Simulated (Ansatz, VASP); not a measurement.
Two plane-wave programs on CdClO

The input INCAR:

```
PREC = Accurate ; ENCUT = 520
EDIFF = 1E-7 ; ISMEAR = 1
SIGMA = 0.01 ; LREAL = F
LASPH = T ; NELM = 80
ALGO = Normal ; ISIF = 2
LWAVE = F ; LCHARG = T
GGA = PE ; LELF = T
LVHAR = T ; NBANDS = 34
```

The input KPOINTS:

```
regular mesh
0
Gamma
  7 7 3
```

POSCAR

```
CdClO
1.0
    3.8619346733      0.0000000000      0.0000000000
   -1.9309673367      3.3445334158      0.0000000000
    0.0000000000      0.0000000000      9.6883986018
Cd Cl O
2 2 2
Direct
    0.3333333333      0.6666666667      0.5190610000
    0.6666666667      0.3333333333      0.0190610000
    0.3333333333      0.6666666667      0.8387190000
    0.6666666667      0.3333333333      0.3387190000
    0.0000000000      0.0000000000      0.5792210000
    0.0000000000      0.0000000000      0.0792210000
```

Input for Ansatz:

```yaml
crystal:
  lattice:
    - [3.8619346733372524, 0.0, 0.0]
    - [-1.9309673366686262, 3.34453341583496, 0.0]
    - [0.0, 0.0, 9.688398601754079]
  atoms:
    - { symbol: Cd, position: [0.3333333333333333, 0.6666666666666666, 0.519061] }
    - { symbol: Cd, position: [0.6666666666666666, 0.3333333333333333, 0.019061] }
    - { symbol: Cl, position: [0.3333333333333333, 0.6666666666666666, 0.838719] }
    - { symbol: Cl, position: [0.6666666666666666, 0.3333333333333333, 0.338719] }
    - { symbol: O, position: [0.0, 0.0, 0.579221] }
    - { symbol: O, position: [0.0, 0.0, 0.079221] }
basis:
  ecutwfc: 420.0
kpoints:
  mp_grid:
    grid: [7, 7, 3]
hamiltonian:
  xc: pbe
scf:
  max_iter: 200
  lower_state_search: light
  occupations:
    method: cold
    width: 0.01
output:
  stress: true
```

Alike in both runs: task single point; functional PBE; k mesh 7 × 7 × 3; no spin polarisation.

|  | VASP | Ansatz |
| --- | --- | --- |
| version | VASP 6.6.1 | Ansatz 0.2.0 |
| potentials or method | VASP PAW PBE potentials, release 64 (Cd, Cl, O), cutoff 520 eV | plane waves, PAW |
| occupations | methfessel-paxton of order 1, width 0.01 eV | cold, width 0.01 eV |
| valence electrons in the cell | 50 | 66 |

|  | VASP | Ansatz | Ansatz less VASP |
| --- | --- | --- | --- |
| pressure (GPa) | -3.9 | -4.3 | -0.36 |
| traceless stress, the component that is largest in VASP (GPa) | 1.79 | 2.01 | +0.215 |

VASP's potentials hold 50 valence electrons a cell and Ansatz's 66, so a difference there can come from the potentials and not from the codes.
